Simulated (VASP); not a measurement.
Cd: single point with PBE

Crystal: Cd.

```
Cd
1.0
     3.32477    0.00000    0.00000
    -1.66239    2.87934    0.00000
     0.00000    0.00000    7.65999
Cd
3
Cartesian
  0.0000 0.0000 0.0000
  1.6624 0.9598 2.5533
  0.0000 1.9196 5.1067
```

This cell differs from its parent crystal: strain along c alone, the other axes held: +6.0 %.

```
Program                : VASP 6.6.1
Task                   : single point
Functional             : PBE
Potentials or basis    : VASP PAW PBE potentials, release 64 (Cd)
Cutoff                 : 520 eV
k mesh                 : 15 × 15 × 6
Occupations            : gaussian, width 0.1 eV
Spin                   : no spin polarisation
Dipole correction      : no
Further INCAR settings : ALGO = Fast; EDIFF = 1e-06; NBANDS = 25
```

The pressure is -2.2 GPa. The band gap on the k mesh is zero (band 18 reaches 3.45 eV, above the bottom of band 19 at 0.41 eV).

Stress tensor (GPa, compression positive):
```
-2.08  0.00  0.00
 0.00 -2.08  0.00
 0.00  0.00 -2.31
```

Levels at points of the mesh, in eV from the Fermi level:
```csv
k point,band 16,band 17,band 18,band 19,band 20,band 21
"(0.00, 0.00, 0.00)",-7.94,-4.93,-4.93,3.96,3.96,11.21
"(0.00, 0.00, 0.50)",-7.22,-7.22,-1.55,-0.72,10.09,10.09
```

Wall time 3.2 min on 1 thread of Intel(R) Xeon(R) Platinum 8259CL CPU @ 2.50GHz (Skylake/Cascade Lake), with other jobs on the host, peak memory 0.34 GiB.

Caveat: the cell differs from its parent crystal (strain along c alone, the other axes held: +6.0 %).
